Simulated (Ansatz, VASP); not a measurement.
**Rh6N: VASP beside Ansatz**

```
Rh N
1.0
     5.36502    0.00000    0.00000
     0.00000    5.36502    0.00000
     0.00000    0.00000   22.48740
Rh N
12 2
Direct
  0.25000 0.25000 0.17788
  0.25000 0.75000 0.17788
  0.75000 0.25000 0.17788
  0.75000 0.75000 0.17788
  0.00000 0.00000 0.25987
  0.00000 0.50000 0.25987
  0.50000 0.00000 0.25987
  0.50000 0.50000 0.25987
  0.25000 0.25000 0.34185
  0.25000 0.75000 0.34185
  0.75000 0.25000 0.34185
  0.75000 0.75000 0.34185
  0.50000 0.50000 0.50639
  0.50000 0.50000 0.55531
```

Alike in both runs: task single point; functional PBE; dispersion D3(BJ); k mesh 5 × 5 × 1; occupations gaussian, width 0.1 eV; no spin polarisation.

```csv
,VASP,Ansatz
version,VASP 6.6.1,Ansatz 0.2.0
potentials or method,"VASP PAW PBE potentials, release 64 (Rh_pv, N), cutoff 520 eV","scalar-relativistic, plane waves, PAW"
valence electrons in the cell,190,214
```

Ansatz gave:

* gap on the k mesh at the Fermi level (eV): none
* rms of the force components (eV/Å): 0.075

Estimate VASP's values.

gap on the k mesh at the Fermi level (eV): none; rms of the force components (eV/Å): 0.467.

Atom by atom the forces differ by 0.392 eV/Å (rms over components). A gap of «none» marks a metal or a gap that the smearing closes. One of these differences is far larger than is usual between the two programs; its cause wasn't traced. VASP's potentials hold 190 valence electrons a cell and Ansatz's 214, so a difference there can come from the potentials and not from the codes.

Noted on VASP's run: the standard files for N, O and F lose accuracy on very short bonds.
